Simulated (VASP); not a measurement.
**SrO: single point with PBE**

The system is SrO.

```
CELL_PARAMETERS angstrom
0.00000 2.44131 2.56980
2.44131 0.00000 2.56980
2.44131 2.44131 0.00000
ATOMIC_POSITIONS crystal
Sr 0.00000 0.00000 0.00000
O 0.50000 0.50000 0.50000
```

This cell differs from its parent crystal: strain -0.050 along x and y, +0.000 along z.

| Property | Result |
| --- | --- |
| Program | VASP 6.6.1 |
| Task | single point |
| Functional | PBE |
| Potentials or basis | VASP PAW PBE potentials, release 64 (Sr_sv, O) |
| Cutoff | 520 eV |
| k mesh | 8 × 8 × 8 |
| Occupations | gaussian, width 0.05 eV |
| Spin | no spin polarisation |
| Dipole correction | no |
| Further INCAR settings | ALGO = Normal; EDIFF = 1e-06; NBANDS = 15 |

| Quantity | Value |
| --- | --- |
| Pressure | 17.1 GPa |
| Band gap on the k mesh | 3.00 eV, direct |

Stress tensor (GPa, compression positive):
```
21.01  0.00  0.00
 0.00 21.01  0.00
 0.00  0.00  9.36
```

Levels at points of the mesh, in eV from the valence-band top:
```tsv
k point	band 5	band 6	band 7	band 8	band 9	band 10	band 11	band 12
(0.00, 0.00, 0.00)	-13.67	-0.28	-0.04	-0.04	4.55	6.02	6.46	6.46
(0.50, 0.00, 0.00)	-12.37	-2.50	-1.50	-1.50	6.87	9.17	9.32	9.38
(0.50, 0.50, 0.00)	-14.11	-0.58	-0.04	-0.04	3.18	8.52	10.79	11.10
(0.50, 0.00, 0.50)	-14.17	-0.31	-0.20	0.00	3.00	8.45	10.81	11.25
```

It used 22 s of CPU time on 1 thread of Intel Xeon 6975P-C (shared host).

Caveat: the cell differs from its parent crystal (strain -0.050 along x and y, +0.000 along z). A k mesh can miss the band edges.
